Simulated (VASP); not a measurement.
# As2Se (I4_1/amd) in VASP: a series of runs, part 3 of 3

VASP 6.6.1.

### 5 Single point, PBEsol (volume scaled by 1.03, then relaxed in part)

File INCAR:

```
SYSTEM = As2Se
  ALGO = Normal
  EDIFF = 1E-6
  ENCUT = 520
  GGA = PS
  ISIF = 2
  ISMEAR = 0
  LASPH = .TRUE.
  LCHARG = .FALSE.
  LREAL = .FALSE.
  LWAVE = .FALSE.
  NBANDS = 25
  NELM = 60
  PREC = Accurate
  SIGMA = 0.1
```

File KPOINTS:

```
k-points
0
G
  8 8 8
  0 0 0
```

File POSCAR:

```
As2Se
1.0
   -3.5152670476      3.5152670476      2.6251574318
    3.5152670476     -3.5152670476      2.6251574318
    3.5152670476      3.5152670476     -2.6251574318
As Se
4 2
Direct
    0.8750000000      0.1250000000      0.7500000000
    0.3750000000      0.1250000000      0.2500000000
    0.8750000000      0.6250000000      0.7500000000
    0.8750000000      0.1250000000      0.2500000000
    0.5000000000      0.5000000000      0.0000000000
    0.2500000000      0.7500000000      0.5000000000
```

Potentials or basis: VASP PAW PBE potentials, release 64 (As, Se).

Command:

```
$ cat potpaw_PBE.64/As/POTCAR potpaw_PBE.64/Se/POTCAR > POTCAR
$ mpirun -np 1 vasp_std > vasp.out
```

OUTCAR:

```text
SYSTEM = As2Se
   EDIFF = 1E-6
   ENCUT = 520
   GGA = PS
   ISIF = 2
   ISMEAR = 0
   LASPH = .TRUE.
   LREAL = .FALSE.
   NELM = 60
   PREC = Accurate

 ion  position               nearest neighbor table
   1  0.875  0.125  0.750-   5 2.64   6 2.64   4 2.81   4 2.81   3 2.81   3 2.81
   2  0.375  0.125  0.250-   5 2.64   6 2.64   3 2.81   4 2.81   4 2.81   3 2.81
   3  0.875  0.625  0.750-   5 2.64   6 2.64   1 2.81   2 2.81   1 2.81   2 2.81
   4  0.875  0.125  0.250-   6 2.64   5 2.64   2 2.81   1 2.81   1 2.81   2 2.81
   5  0.500  0.500  0.000-   4 2.64   2 2.64   3 2.64   1 2.64
   6  0.250  0.750  0.500-   1 2.64   2 2.64   3 2.64   4 2.64

  LATTYP: Found a body centered tetragonal cell.
 ALAT       =     7.0305340952
 C/A-ratio  =     0.7467874834

  Lattice vectors:

 A1 = (  -3.5152670476,   3.5152670476,   2.6251574318)
 A2 = (   3.5152670476,  -3.5152670476,   2.6251574318)
 A3 = (   3.5152670476,   3.5152670476,  -2.6251574318)

Analysis of symmetry for initial positions (statically):
=====================================================================
 Subroutine PRICEL returns:
 Original cell was already a primitive cell.

[... 179 lines left out ...]

 E-fermi :   4.8524     XC(G=0): -10.1619

 val. band max:        4.8424050049   @ k =   0.5000  -0.0000   0.0000
 cond. band min:       4.8592221978   @ k =  -0.2500   0.5000   0.2500
 fundamental gap:      0.0168171929
 Fermi energy:         4.8523613988

 k-point     1 :       0.0000    0.0000    0.0000
  band No.  band energies     occupation
      1     -10.3937      2.00000
      2      -8.1693      2.00000
      3      -5.5936      2.00000
      4      -5.5936      2.00000
      5      -5.5531      2.00000
      6      -3.8907      2.00000
[... 661 lines left out ...]
     24       9.3377      0.00000
     25      10.7911      0.00000

 [... further k-points ...]
[... 5 lines left out ...]
  --------------------------------------------------------------------------------------
  -------------------------------------------------------------------------------------
  Total       -1.5520560     -1.5520560     -1.4969599      0.0000000      0.0000000      0.0000000
  in kB      -19.1639914    -19.1639914    -18.4836932      0.0000000      0.0000000      0.0000000
  external PRESSURE =     -18.9372253 kB  Pullay stress =       0.0000000 kB

 VOLUME and BASIS-vectors are now :
 -----------------------------------------------------------------------------
  energy-cutoff  :      520.00
  volume of cell :      129.76
      direct lattice vectors                 reciprocal lattice vectors
    -3.515267048  3.515267048  2.625157432     0.000000000  0.142236704  0.190464768
     3.515267048 -3.515267048  2.625157432     0.142236704  0.000000000  0.190464768
     3.515267048  3.515267048 -2.625157432     0.142236704  0.142236704  0.000000000

 POSITION                                       TOTAL-FORCE (eV/Angst)
 -----------------------------------------------------------------------------------
     -0.00000      5.27290      0.65629         0.000000      0.000000      0.000000
      0.00000      1.75763      0.65629         0.000000      0.000000      0.000000
      1.75763      3.51527      1.96887         0.000000      0.000000      0.000000
     -1.75763      3.51527      1.96887         0.000000      0.000000      0.000000
      0.00000      0.00000      2.62516        -0.000000      0.000000      0.000000
      3.51527      0.00000      1.31258         0.000000     -0.000000     -0.000000
 -----------------------------------------------------------------------------------
    total drift:                               -0.000000      0.000000     -0.000000

  FREE ENERGIE OF THE ION-ELECTRON SYSTEM (eV)
  ---------------------------------------------------
  free  energy   TOTEN  =       -27.8589717306 eV

  energy  without entropy=      -27.8470936891  energy(sigma->0) =      -27.85303271
```

OSZICAR:

```text
N       E                     dE             d eps       ncg     rms          rms(c)
DAV:   1     0.133190114006E+03    0.13319E+03   -0.12821E+04  2950   0.109E+03
DAV:   2    -0.170001207901E+02   -0.15019E+03   -0.14009E+03  3853   0.173E+02
DAV:   3    -0.278039674258E+02   -0.10804E+02   -0.10556E+02  3858   0.476E+01
DAV:   4    -0.279397297899E+02   -0.13576E+00   -0.13544E+00  3368   0.592E+00
DAV:   5    -0.279409971565E+02   -0.12674E-02   -0.12645E-02  3834   0.549E-01    0.624E+00
DAV:   6    -0.278687360363E+02    0.72261E-01   -0.88081E-02  3390   0.159E+00    0.378E+00
DAV:   7    -0.278597242712E+02    0.90118E-02   -0.61542E-02  3422   0.111E+00    0.823E-01
DAV:   8    -0.278589000441E+02    0.82423E-03   -0.23838E-03  3462   0.327E-01    0.111E-01
DAV:   9    -0.278589702019E+02   -0.70158E-04   -0.80215E-04  3338   0.152E-01    0.505E-02
DAV:  10    -0.278589710416E+02   -0.83969E-06   -0.29717E-05  3704   0.288E-02    0.152E-02
DAV:  11    -0.278589717306E+02   -0.68894E-06   -0.51239E-06  3356   0.151E-02
   1 F= -.27858972E+02 E0= -.27853033E+02  d E =-.118780E-01
```

stdout:

```text
POSCAR found type information on POSCAR AsSe
 POSCAR found :  2 types and       6 ions
 scaLAPACK will be used
 -----------------------------------------------------------------------------
|                                                                             |
|                                                                             |
|     You enforced a specific xc type in the INCAR file but a different       |
|     I HOPE YOU KNOW WHAT YOU ARE DOING!                                     |
|                                                                             |
 -----------------------------------------------------------------------------

 LDA part: xc-table for (Slater+PW92), standard interpolation
 POSCAR, INCAR and KPOINTS ok, starting setup
 FFT: planning ... GRIDC
 FFT: planning ... GRID_SOFT
 FFT: planning ... GRID
 WAVECAR not read
 entering main loop
```

Wall time 3.7 min (1 thread of AMD EPYC 7R13, shared host); peak memory 0.32 GiB.

What came out:

| Property | Result |
| --- | --- |
| Free energy | -27.8590 eV |
| Pressure | -1.9 GPa |
| Band gap on the k mesh | zero (band 16 reaches 5.13 eV, above the bottom of band 17 at 4.70 eV) |

Levels at points of the mesh, in eV from the Fermi level:
| k point | band 14 | band 15 | band 16 | band 17 | band 18 | band 19 |
| --- | --- | --- | --- | --- | --- | --- |
| (0.00, 0.00, 0.00) | -2.76 | -2.76 | -1.08 | 2.41 | 3.05 | 3.05 |
| (0.50, 0.00, 0.00) | -1.49 | -0.51 | -0.01 | 0.19 | 0.51 | 1.50 |
| (0.50, 0.50, 0.00) | -1.38 | -1.19 | -1.19 | -0.07 | -0.07 | 1.84 |
| (0.50, 0.50, 0.50) | -0.70 | -0.37 | -0.37 | 0.28 | 0.28 | 0.43 |

Caveat: the PAW data sets were made with another functional, which shifts forces and pressure a little.

### 6 Single point, PBEsol (volume scaled by 1.06, then relaxed in part)

File INCAR:

```
ALGO     = Normal         # electronic algorithm
EDIFF    = 1E-7           # SCF threshold, eV
ENCUT    = 520            # plane-wave cutoff, eV
GGA      = PS             # functional
ISIF     = 2              # what is computed and relaxed
ISMEAR   = 0              # smearing method
LASPH    = T              # aspherical terms in the spheres
LCHARG   = F              # write CHGCAR
LREAL    = F              # projectors in reciprocal space
LWAVE    = F              # write WAVECAR
NBANDS   = 25             # bands
NELM     = 60             # most SCF steps
PREC     = Accurate       # precision mode
SIGMA    = 0.1            # smearing width, eV
```

File KPOINTS:

```
k-points
0
Gamma
  8 8 8
```

Edit POSCAR of step 5 so:

```diff
@@ -2,5 +2,5 @@
 1.0
-   -3.5152670476      3.5152670476      2.6251574318
-    3.5152670476     -3.5152670476      2.6251574318
-    3.5152670476      3.5152670476     -2.6251574318
+   -3.5594330964      3.5594330964      2.6349900005
+    3.5594330964     -3.5594330964      2.6349900005
+    3.5594330964      3.5594330964     -2.6349900005
 As Se
```

Potentials or basis: VASP PAW PBE potentials, release 64 (As, Se).

Command:

```
$ cat potpaw_PBE.64/As/POTCAR potpaw_PBE.64/Se/POTCAR > POTCAR
$ mpirun -np 1 vasp_std > vasp.out
```

Run time: 4.3 min. Hardware: 1 thread of AMD EPYC 7R13, shared host; peak memory 0.32 GiB.

Results (log left out):

```yaml
Free_energy: -27.7921 eV
Pressure: -3.7 GPa
Band_gap_on_the_k_mesh: zero (band 16 reaches 4.82 eV, above the bottom of band 17 at 4.38 eV)
```

Levels at points of the mesh, in eV from the Fermi level:
| k point | band 12 | band 13 | band 14 | band 15 | band 16 | band 17 | band 18 | band 19 | band 20 | band 21 |
| --- | --- | --- | --- | --- | --- | --- | --- | --- | --- | --- |
| (0.00, 0.00, 0.00) | -2.90 | -2.90 | -2.62 | -2.62 | -1.12 | 2.33 | 2.98 | 2.98 | 3.37 | 3.83 |
| (0.50, 0.00, 0.00) | -2.35 | -1.76 | -1.45 | -0.48 | 0.03 | 0.19 | 0.53 | 1.44 | 2.66 | 2.99 |
| (0.50, 0.50, 0.00) | -2.22 | -1.31 | -1.31 | -1.15 | -1.15 | -0.06 | -0.06 | 1.82 | 1.82 | 3.70 |
| (0.50, 0.50, 0.50) | -2.41 | -0.64 | -0.64 | -0.35 | -0.35 | 0.19 | 0.19 | 0.40 | 0.40 | 2.59 |

Caveat: the PAW data sets were made with another functional, which shifts forces and pressure a little.

### 7 Summary

```csv
cell,gap on the mesh (eV),pressure (GPa)
"a = 5.433 Å, angles 103.3, 103.3, 122.7°, 6 atoms",none,5.5
"a = 5.497 Å, angles 103.0, 103.0, 123.3°, 6 atoms",none,2.6
"a = 5.561 Å, angles 102.8, 102.8, 123.9°, 6 atoms",none,0.2
"a = 5.622 Å, angles 102.6, 102.6, 124.3°, 6 atoms",none,-1.9
"a = 5.682 Å, angles 102.4, 102.4, 124.7°, 6 atoms",none,-3.7
```

Alike in all rows: task single point; level PBEsol; potentials or basis VASP PAW PBE potentials, release 64 (As, Se); no spin polarisation; k mesh 8 × 8 × 8; cutoff (eV) 520; smearing gaussian 0.1 eV.

Caveats: the PAW data sets were made with another functional, which shifts forces and pressure a little.

Absolute energies hang on the potentials; compare differences alone.
